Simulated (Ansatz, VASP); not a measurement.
One calculation of CoO, two programs

The input INCAR:

```
PREC = Accurate
ENCUT = 600
EDIFF = 1E-6
ISMEAR = -1
SIGMA = 0.05
LREAL = False
LASPH = True
NELM = 200
ALGO = Normal
ISIF = 2
LWAVE = False
LCHARG = True
ISPIN = 2
MAGMOM = 1 0
LORBIT = 11
NUPDOWN = 1.0
LMAXMIX = 4
GGA = PE
LELF = True
LVHAR = True
NBANDS = 22
GGA_COMPAT = False
```

KPOINTS

```
regular mesh
0
Gamma
  9 9 9
```

The input POSCAR:

```
CoO
1.0
    1.6022198417      0.9250420569      2.5664708903
   -1.6022198417      0.9250420569      2.5664708903
    0.0000000000     -1.8500841138      2.5664708903
Co O
1 1
Direct
    0.9989783200      0.9989783200      0.9989783200
    0.7510210300      0.7510210300      0.7510210300
```

Contents of input.yaml:

```yaml
crystal:
  lattice:
    - [1.6022198417, 0.9250420569, 2.5664708903]
    - [-1.6022198417, 0.9250420569, 2.5664708903]
    - [0.0, -1.8500841138, 2.5664708903]
  atoms:
    - { symbol: Co, position: [0.99897832, 0.99897832, 0.99897832], spin: 1.0 }
    - { symbol: O, position: [0.75102103, 0.75102103, 0.75102103] }
hamiltonian:
  xc: pbe
  pseudopotentials: { kind: paw }
magnetization:
  spin_polarized: true
  initial_magnetization: 1.0
  spin_locking: { lock_magnetization: hard }
kpoints:
  mp_grid: { grid: [9, 9, 9] }
scf:
  occupations: { method: fermi_dirac, width: 0.05 }
  lower_state_search: "off"
output:
  forces: true
  stress: true
  eigenvalues: true
```

Alike in both runs: task single point; functional PBE; k mesh 9 × 9 × 9; occupations fermi-dirac, width 0.05 eV; collinear spin; fixed moment 1 μB.

```csv
,VASP,Ansatz
version,VASP 6.6.1,Ansatz 0.2.0
potentials or method,"VASP PAW PBE potentials, release 64 (Co_sv, O)",Ansatz PAW
plane-wave cutoff (eV),600,420
valence electrons in the cell,23,23
```

Ansatz gave:

| Quantity | Value |
| --- | --- |
| pressure (GPa) | -12.6 |
| traceless stress, the component that is largest in VASP (GPa) | 1.79 |
| rms of the force components (eV/Å) | 0.114 |
| net moment per atom (μB) | 0.50 |
| size of the moment on the site where the two differ most (μB) | 0.87 |

**Question.** Estimate VASP's values.

**Answer.** Pressure (GPa): -14.6; traceless stress, the component that is largest in VASP (GPa): 1.78; rms of the force components (eV/Å): 0.113; net moment per atom (μB): 0.50; size of the moment on the site where the two differ most (μB): 0.92.

Site moments also hang on the region over which each program counts them. Atom by atom the forces differ by 0.001 eV/Å (rms over components). With one functional, cell and mesh, what is left measures potentials, basis and numerics.
